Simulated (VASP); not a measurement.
Runs of VASP 6.6.1 on AgCl. The structure is that of space group Fm-3m (No. 225), or close to it. The cells are those of the table. 

| task | cell | cutoff (eV) | gap on the mesh (eV) | pressure (GPa) |
| --- | --- | --- | --- | --- |
| relaxation of cell and atoms | relaxed to 15 GPa from a = 3.852 Å, angles 60.0°, 2 atoms | 600 | 0.80 | 15.0 |
| single point | a = 3.811 Å, angles 60.0°, 2 atoms | 520 | 0.72 | 1.9 |
| single point | a = 3.640 Å, angles 60.0°, 2 atoms | 520 | 0.80 | 14.9 |
| relaxation of cell and atoms | relaxed to 10 GPa from a = 3.852 Å, angles 60.0°, 2 atoms | 600 | 0.77 | 10.0 |
| relaxation of cell and atoms | relaxed to 2 GPa from a = 3.852 Å, angles 60.0°, 2 atoms | 600 | 0.72 | 2.0 |
| relaxation of cell and atoms | relaxed to 7 GPa from a = 3.852 Å, angles 60.0°, 2 atoms | 600 | 0.75 | 7.0 |
| single point | a = 3.830 Å, angles 60.0°, 2 atoms | 520 | 0.72 | 0.9 |
| relaxation of cell and atoms | relaxed to 1 GPa from a = 3.852 Å, angles 60.0°, 2 atoms | 600 | 0.72 | 1.0 |
| single point | a = 3.775 Å, angles 60.0°, 2 atoms | 520 | 0.73 | 3.9 |
| relaxation of cell and atoms | relaxed to 4 GPa from a = 3.852 Å, angles 60.0°, 2 atoms | 600 | 0.73 | 4.0 |
| single point | a = 3.693 Å, angles 60.0°, 2 atoms | 520 | 0.77 | (a) |
| single point | a = 3.731 Å, angles 60.0°, 2 atoms | 520 | 0.75 | (b) |

Alike in all rows: level PBEsol; potentials or basis VASP PAW PBE potentials, release 64 (Ag, Cl); no spin polarisation; k mesh 8 × 8 × 8; smearing gaussian 0.01 eV.

Estimate the missing entries.

(a) 9.9; (b) 6.9.

Caveats: the PAW data sets were made with another functional, which shifts forces and pressure a little; semilocal functionals underestimate gaps, and a narrow one can read as zero (at least some runs); the cell is relaxed towards a set pressure, so the run minimises the enthalpy, not the energy (at least some runs); the cell stands under pressure (at least some runs).

A k mesh can miss the band edges, and the runs leave out spin-orbit coupling on Ag.
